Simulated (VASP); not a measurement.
Input of a VASP 6.6.1 run:

Contents of INCAR:

```
ALGO = Normal
EDIFF = 1E-6
ENCUT = 520
GGA = PE
ISIF = 2
ISMEAR = 0
LASPH = True
LCHARG = False
LREAL = False
LWAVE = False
NBANDS = 16
NELM = 100
PREC = Accurate
SIGMA = 0.15
```

Contents of KPOINTS:

```
k-points
0
Gamma
  18 18 16
```

Contents of POSCAR:

```
WC
1.0
    2.9005014360      0.0000000000      0.0000000000
   -1.4502507180      2.5119079273      0.0000000000
    0.0000000000      0.0000000000      2.8290000000
W C
1 1
Direct
    0.0000000000      0.0000000000      0.0000000000
    0.5632362748      0.3333333333      0.3939554613
```

Potentials or basis: VASP PAW PBE potentials, release 64 (W_sv, C).

Launch:

```sh
$ cat potpaw_PBE.64/W_sv/POTCAR potpaw_PBE.64/C/POTCAR > POTCAR
$ mpirun -np 1 vasp_std > vasp.out
```

Q: What does it give for the band gap on the k mesh?

A: Zero (band 9 reaches 12.45 eV, above the bottom of band 10 at 11.30 eV).

Q: Predict the pressure.

A: 46.3 GPa.

Forces in eV/Å, atoms in the order of the input:
```
W   -5.855 -1.705 -6.252
C    5.855  1.705  6.252
```

Caveat: the cell differs from its parent crystal (atom 2 (C) moved by (-0.300, -0.300) A along x and z); spin-orbit coupling is left out, which moves the levels of the heavy elements; forces of over 1 eV/Å act on the atoms, so gaps and moduli don't describe the material at rest.
